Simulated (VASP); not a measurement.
Input of a VASP 6.6.1 run:

File INCAR:

```
SYSTEM = Cd
PREC = Accurate
ENCUT = 520
EDIFF = 1E-6
ISMEAR = 0
SIGMA = 0.15
LREAL = .FALSE.
LASPH = .TRUE.
NELM = 100
ALGO = Fast
ISIF = 2
LWAVE = .FALSE.
LCHARG = .TRUE.
GGA = PS
LELF = .TRUE.
LVHAR = .TRUE.
NBANDS = 19
```

File KPOINTS:

```
regular mesh
0
G
  18 18 8
  0 0 0
```

Contents of POSCAR:

```
Cd
1.0
    3.0384499582      0.0000000000      0.0000000000
   -1.5192249791      2.6313748520      0.0000000000
    0.0000000000      0.0000000000      5.6176500000
Cd
2
Direct
    0.3333333333      0.6666666667      0.2500000000
    0.6666666667      0.3333333333      0.7500000000
```

Potentials or basis: VASP PAW PBE potentials, release 64 (Cd).

The run is started by

```bash
$ cat potpaw_PBE.64/Cd/POTCAR > POTCAR
$ mpirun -np 1 vasp_std > vasp.out
```

(1) Predict the pressure.

(2) Estimate the band gap on the k mesh.

Answers

(1) -3.2 GPa.

(2) zero (band 12 reaches 3.81 eV, above the bottom of band 13 at -0.31 eV).

Caveat: the cell differs from its parent crystal (strain +0.0200 x Voigt [1, 1, 0, 0, 0, 0]); the PAW data sets were made with another functional, which shifts forces and pressure a little.
